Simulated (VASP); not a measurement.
# Ag (P6_3/mmc) in VASP: further runs

Runs on Ag. Level: PBE. Tasks: electric field gradients.

Everything below comes from runs of VASP 6.6.1. Logs are shortened: lines on timing, memory, paths and dates and some standing lists are left out, and cuts for length are marked.

### Step 1. The cell of the first run

Symmetry: P6_3/mmc, No. 194, hexagonal system. The conventional cell has a = 2.954 Å, b = 2.954 Å, c = 4.830 Å, α = 90.00°, β = 90.00°, γ = 120.00°. Within 3.9 Å of Ag (site symmetry -6m2) lie 12 Ag at 2.95 to 2.96 Å.

This isn't the form of Ag at room conditions, which is fcc.

### Step 2. Electric field gradients, PBE (18.25 Å³/atom)

The input, INCAR:

```
SYSTEM = Ag
PREC     = Accurate       ! precision mode
ENCUT    = 400            ! plane-wave cutoff, eV
EDIFF    = 1E-8           ! SCF threshold, eV
ISMEAR   = -1             ! smearing method
SIGMA    = 0.03           ! smearing width, eV
LREAL    = .False.        ! projectors in reciprocal space
LASPH    = .True.         ! aspherical terms in the spheres
NELM     = 120            ! most SCF steps
ALGO     = Normal         ! electronic algorithm
ISIF     = 2              ! what is computed and relaxed
LWAVE    = .False.        ! write WAVECAR
LCHARG   = .False.        ! write CHGCAR
GGA      = PE             ! functional
LEFG     = .True.       
NBANDS   = 18             ! bands
GGA_COMPAT= .False.
```

The input, KPOINTS:

```
regular mesh
0
Gamma
  13 13 7
  0 0 0
```

The input, POSCAR:

```
Ag
1.0
    2.9542140387      0.0000000000      0.0000000000
   -1.4771070194      2.5584244058      0.0000000000
    0.0000000000      0.0000000000      4.8295885721
Ag
2
Direct
    0.3333333333      0.6666666667      0.2500000000
    0.6666666667      0.3333333333      0.7500000000
```

Potentials or basis: VASP PAW PBE potentials, release 64 (Ag).

The run is started by

```
$ cat potpaw_PBE.64/Ag/POTCAR > POTCAR
$ mpirun -np 1 vasp_std > vasp.out
```

OUTCAR:

```text
SYSTEM = Ag
   PREC = Accurate
   ENCUT = 400
   EDIFF = 1E-8
   ISMEAR = -1
   LREAL = .False.
   LASPH = .True.
   NELM = 120
   ISIF = 2
   GGA = PE

 ion  position               nearest neighbor table
   1  0.333  0.667  0.250-   2 2.96   2 2.96   2 2.96   2 2.96   2 2.96   2 2.96
   2  0.667  0.333  0.750-   1 2.96   1 2.96   1 2.96   1 2.96   1 2.96   1 2.96

  LATTYP: Found a hexagonal cell.
 ALAT       =     2.9542140387
 C/A-ratio  =     1.6348133577

  Lattice vectors:

 A1 = (   2.9542140387,   0.0000000000,   0.0000000000)
 A2 = (  -1.4771070194,   2.5584244058,   0.0000000000)
 A3 = (   0.0000000000,   0.0000000000,   4.8295885721)

Analysis of symmetry for initial positions (statically):
=====================================================================
 Subroutine PRICEL returns:
 Original cell was already a primitive cell.

 Routine SETGRP: Setting up the symmetry group for a
 hexagonal supercell.

 Subroutine GETGRP returns: Found 24 space group operations
 (whereof 12 operations were pure point group operations)
 out of a pool of 24 trial point group operations.

The static configuration has the point symmetry D_3d.
 The point group associated with its full space group is D_6h.

Analysis of symmetry for dynamics (positions and initial velocities):
=====================================================================
 Subroutine PRICEL returns:
 Original cell was already a primitive cell.

 Routine SETGRP: Setting up the symmetry group for a
 hexagonal supercell.

 Subroutine GETGRP returns: Found 24 space group operations
 (whereof 12 operations were pure point group operations)
 out of a pool of 24 trial point group operations.

The dynamic configuration has the point symmetry D_3d.
 The point group associated with its full space group is D_6h.

 Subroutine INISYM returns: Found 24 space group operations
 (whereof 12 operations are pure point group operations),
 and found     1 'primitive' translations

----------------------------------------------------------------------------------------

                                     Primitive cell

  volume of cell :      36.5027

  direct lattice vectors                    reciprocal lattice vectors
     2.954214039  0.000000000  0.000000000     0.338499508  0.195432782  0.000000000
    -1.477107019  2.558424406  0.000000000     0.000000000  0.390865565  0.000000000
     0.000000000  0.000000000  4.829588572     0.000000000  0.000000000  0.207056975

  length of vectors
     2.954214039  2.954214039  4.829588572     0.390865565  0.390865565  0.207056975

  position of ions in fractional coordinates (direct lattice)
     0.333333333  0.666666667  0.250000000
     0.666666667  0.333333333  0.750000000

  ion indices of the primitive-cell ions
   primitive index   ion index
                 1           1
                 2           2

----------------------------------------------------------------------------------------

 KPOINTS: regular mesh

Automatic generation of k-mesh.
 Grid dimensions read from file:
 generate k-points for:   13   13    7

 Generating k-lattice:

  Cartesian coordinates                     Fractional coordinates (reciprocal lattice)
     0.026038424  0.015033291  0.000000000     0.076923077  0.000000000  0.000000000
     0.000000000  0.030066582  0.000000000     0.000000000  0.076923077  0.000000000
     0.000000000  0.000000000  0.029579568     0.000000000  0.000000000  0.142857143

  Length of vectors
     0.030066582  0.030066582  0.029579568

  Shift w.r.t. Gamma in fractional coordinates (k-lattice)
     0.000000000  0.000000000  0.000000000

 Subroutine IBZKPT returns following result:
 ===========================================

 Found     84 irreducible k-points:

 Following reciprocal coordinates:
            Coordinates               Weight
  0.000000  0.000000  0.000000      1.000000
  0.076923  0.000000  0.000000      6.000000
  0.153846  0.000000  0.000000      6.000000
  0.230769  0.000000  0.000000      6.000000
  0.307692  0.000000  0.000000      6.000000
  0.384615  0.000000  0.000000      6.000000
[... 16 lines left out ...]
  0.076923  0.000000  0.142857     12.000000
  0.153846  0.000000  0.142857     12.000000
 [... further k-points ...]
   k-points           NKPTS =     84   k-points in BZ     NKDIM =     84   number of bands    NBANDS=     18
   number of dos      NEDOS =    301   number of ions     NIONS =      2
   total plane-waves  NPLWV =  12800
   dimension x,y,z NGX =    20 NGY =   20 NGZ =   32
   dimension x,y,z NGXF=    40 NGYF=   40 NGZF=   64
   ions per type =               2
   NGX,Y,Z   is equivalent  to a cutoff of  11.25, 11.25, 11.02 a.u.
   NGXF,Y,Z  is equivalent  to a cutoff of  22.51, 22.51, 22.03 a.u.
 SYSTEM =  Ag
   PREC   = accura    normal or accurate (medium, high low for compatibility)
   ISTART =      0    job   : 0-new  1-cont  2-samecut
   ICHARG =      2    charge: 1-file 2-atom 10-const
   ISPIN  =      1    spin polarized calculation?
   LNONCOLLINEAR =      F non collinear calculations
   LSORBIT =      F    spin-orbit coupling
   LASPH  =      T    aspherical Exc in radial PAW
   ENCUT  =  400.0 eV  29.40 Ry    5.42 a.u.   4.82  4.82  7.88*2*pi/ulx,y,z
   NELM   =    120;   NELMIN=  2; NELMDL= -5     # of ELM steps
   EDIFF  = 0.1E-07   stopping-criterion for ELM
   LREAL  =      F    real-space projection
   EDIFFG = 0.1E-06   stopping-criterion for IOM
   NSW    =      0    number of steps for IOM
   IBRION =     -1    ionic relax: 0-MD 1-quasi-New 2-CG
   NFREE  =      0    steps in history (QN), initial steepest desc. (CG)
   ISIF   =      2    stress and relaxation
   ISYM   =      2    0-nonsym 1-usesym 2-fastsym
   POTIM  = 0.5000    time-step for ionic-motion
   TEBEG  =    0.0;   TEEND  =   0.0 temperature during run
   PSTRESS=    0.0 pullay stress
   NELECT =      22.0000    total number of electrons
   NUPDOWN=      -1.0000    fix difference up-down
   EMIN   =  10.00;   EMAX   =-10.00  energy-range for DOS
   EFERMI =   0.00;   METHOD = LEGACY
   ISMEAR =    -1;   SIGMA  =   0.03  broadening in eV -4-tet -1-fermi 0-gaus
   EFERMI_NEDOS =   21; number of points for ismear=-14 and -15
   IALGO  =     38    algorithm
   IMIX   =      4    mixing-type and parameters
     AMIX     =   0.40;   BMIX     =  1.00
     AMIX_MAG =   1.60;   BMIX_MAG =  1.00
  volume/ion in A,a.u.               =      18.25       123.17
  Fermi-wavevector in a.u.,A,eV,Ry     =   1.382847  2.613202 26.017960  1.912266
  Thomas-Fermi vector in A             =   2.507500
   LORBIT       =      0    0 simple, 1 ext, 2 COOP (PROOUT), +10 PAW based schemes
   GGA     = PE    functional components
   LHFCALC =     F    Hartree Fock is set to
   AEXX    =    0.0000 exact exchange contribution
   IVDW    =     0    specifies the selected vdW correction
   LEPSILON=     F    determine dielectric tensor
   LRPA    =     F    only Hartree local field effects (RPA)
 non-spin polarized calculation
  energy-cutoff  :      400.00
  volume of cell :       36.50
 maximum number of plane-waves:       675
 NGX is ok and might be reduce to    20
   NGX =  9   NGY =  9   NGZ = 15

 number of electron      21.9999995 magnetization

 Free energy of the ion-electron system (eV)
  ---------------------------------------------------
  ext. energy  EPLUGINS =         0.00000000
  ---------------------------------------------------
  free energy    TOTEN  =        -5.42809240 eV

  energy without entropy =       -5.42642756  energy(sigma->0) =       -5.42725998

 E-fermi :   7.5540     XC(G=0): -11.8074

 val. band max:        7.5500421476   @ k =   0.2308   0.0769   0.2857
 cond. band min:       7.6004189622   @ k =   0.1538   0.0000   0.1429
 fundamental gap:      0.0503768146
 Fermi energy:         7.5540365684

 k-point     1 :       0.0000    0.0000    0.0000
  band No.  band energies     occupation
      1       0.2381      2.00000
      2       1.5265      2.00000
      3       2.9392      2.00000
      4       3.0229      2.00000
      5       3.0229      2.00000
      6       3.2317      2.00000
[... 10 lines left out ...]
     17      25.0162      0.00000
     18      25.0688      0.00000

 k-point     2 :       0.0769    0.0000    0.0000
  band No.  band energies     occupation
      1       0.3934      2.00000
      2       1.6134      2.00000
      3       2.8498      2.00000
      4       3.1008      2.00000
      5       3.1067      2.00000
      6       3.2055      2.00000
[... 10 lines left out ...]
     17      24.9558      0.00000
     18      25.7314      0.00000
[... 442 lines left out ...]
 k-point    24 :       0.1538    0.0000    0.1429
  band No.  band energies     occupation
      1       0.9653      2.00000
      2       1.8642      2.00000
      3       2.7358      2.00000
      4       3.0265      2.00000
      5       3.0736      2.00000
      6       3.2239      2.00000
[... 10 lines left out ...]
     17      24.2134      0.00000
     18      24.7164      0.00000

 [... further k-points ...]
[... 5 lines left out ...]
  --------------------------------------------------------------------------------------
  -------------------------------------------------------------------------------------
  Total       -0.6490565     -0.6490565     -0.2871024      0.0000000      0.0000000      0.0000000
  in kB      -28.4884209    -28.4884209    -12.6015129      0.0000000      0.0000000      0.0000000
  external PRESSURE =     -23.1927849 kB  Pullay stress =       0.0000000 kB

 VOLUME and BASIS-vectors are now :
 -----------------------------------------------------------------------------
  energy-cutoff  :      400.00
  volume of cell :       36.50
      direct lattice vectors                 reciprocal lattice vectors
     2.954214039  0.000000000  0.000000000     0.338499508  0.195432782  0.000000000
    -1.477107019  2.558424406  0.000000000     0.000000000  0.390865565  0.000000000
     0.000000000  0.000000000  4.829588572     0.000000000  0.000000000  0.207056975

 POSITION                                       TOTAL-FORCE (eV/Angst)
 -----------------------------------------------------------------------------------
     -0.00000      1.70562      1.20740        -0.000000      0.000000      0.000000
      1.47711      0.85281      3.62219         0.000000     -0.000000      0.000000
 -----------------------------------------------------------------------------------
    total drift:                               -0.000000      0.000000     -0.000000

  FREE ENERGIE OF THE ION-ELECTRON SYSTEM (eV)
  ---------------------------------------------------
  free  energy   TOTEN  =        -5.4280924023 eV

  energy  without entropy=       -5.4264275625  energy(sigma->0) =       -5.42725998

 Electric field gradients (V/A^2)
---------------------------------------------------------------------
 ion       V_xx      V_yy      V_zz      V_xy      V_xz      V_yz
---------------------------------------------------------------------
   1       2.467     2.465    -4.932    -0.002     0.000    -0.000
   2       2.467     2.465    -4.932    -0.002    -0.000     0.000
---------------------------------------------------------------------

 Electric field gradients after diagonalization (V/A^2)
 (convention: |V_zz| > |V_xx| > |V_yy|)
----------------------------------------------------------------------
 ion       V_xx      V_yy      V_zz     asymmetry (V_yy - V_xx)/ V_zz
----------------------------------------------------------------------
   1       2.468     2.463    -4.932       0.001
   2       2.468     2.463    -4.932       0.001
----------------------------------------------------------------------

           NMR quadrupolar parameters

 Cq : quadrupolar parameter    Cq=e*Q*V_zz/h
 eta: asymmetry parameters     (V_yy - V_xx)/ V_zz
 Q  : nuclear electric quadrupole moment in mb (millibarn)
----------------------------------------------------------------------
 ion       Cq(MHz)       eta       Q (mb)
----------------------------------------------------------------------
   1      -0.012       0.001       1.000
   2      -0.012       0.001       1.000
----------------------------------------------------------------------
```

Wall time 13 s (1 thread of Intel Xeon 6975P-C (Granite Rapids), shared host); peak memory 0.15 GiB.

What came out:

- Free energy: -5.4281 eV
- Pressure: -2.3 GPa
- Band gap on the k mesh: zero (bands 11 and 12 overlap by 6.20 eV)
- Largest electric field gradient by atom: Ag -4.9 V/Å²

Levels at points of the mesh, in eV from the Fermi level:
| k point | band 7 | band 8 | band 9 | band 10 | band 11 | band 12 | band 13 | band 14 | band 15 | band 16 |
| --- | --- | --- | --- | --- | --- | --- | --- | --- | --- | --- |
| (0.00, 0.00, 0.00) | -4.32 | -4.00 | -4.00 | -3.11 | -3.11 | -0.25 | 3.18 | 15.42 | 17.25 | 17.46 |

Electric field gradients, principal values (V/Å²):
```
atom  least  middle  greatest (by size)
1 Ag  2.463   2.468              -4.932
2 Ag  2.463   2.468              -4.932
```

Caveat: without QUAD_EFG the Cq values of the log hold for a quadrupole moment of 1 mb, not for the nuclei.

(Continued in part 2 of 3.)
